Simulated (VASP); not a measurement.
Here is a VASP 6.6.1 calculation.

The input INCAR:

```
SYSTEM = SrCaSO
PREC     = Accurate       ! precision mode
ENCUT    = 520            ! plane-wave cutoff, eV
EDIFF    = 1E-7           ! SCF threshold, eV
ISMEAR   = 0              ! smearing method
SIGMA    = 0.02           ! smearing width, eV
LREAL    = .FALSE.        ! projectors in reciprocal space
LASPH    = .TRUE.         ! aspherical terms in the spheres
NELM     = 100            ! most SCF steps
ALGO     = Normal         ! electronic algorithm
ISIF     = 2              ! what is computed and relaxed
LWAVE    = .FALSE.        ! write WAVECAR
LCHARG   = .FALSE.        ! write CHGCAR
GGA      = PE             ! functional
NBANDS   = 24             ! bands
```

The input KPOINTS:

```
regular mesh
0
G
  8 8 6
  0 0 0
```

POSCAR

```
SrCaSO
1.0
    4.0147083903      0.0000000000      0.0000000000
    0.0000000000      4.0147083903      0.0000000000
    0.0000000000      0.0000000000      5.3701854833
Sr Ca S O
1 1 1 1
Direct
    0.0000000000      0.0000000000      0.0000000000
    0.5000000000      0.5000000000      0.5000000000
    0.5000000000      0.5000000000      0.0000000000
    0.0000000000      0.0000000000      0.5000000000
```

Potentials or basis: VASP PAW PBE potentials, release 64 (Sr_sv, Ca_sv, S, O).

Launch:

```bash
$ cat potpaw_PBE.64/Sr_sv/POTCAR potpaw_PBE.64/Ca_sv/POTCAR potpaw_PBE.64/S/POTCAR potpaw_PBE.64/O/POTCAR > POTCAR
$ mpirun -np 1 vasp_std > vasp.out
```

Task: Estimate the band gap on the k mesh.

Result: 2.18 eV, direct.

Task: What does it give for the pressure?

Result: 0.2 GPa.

Stress tensor (GPa, compression positive):
```
0.19 0.00 0.00
0.00 0.19 0.00
0.00 0.00 0.31
```

A k mesh can miss the band edges. Expect the measured gap to be larger: semilocal functionals such as PBE lack the derivative discontinuity.
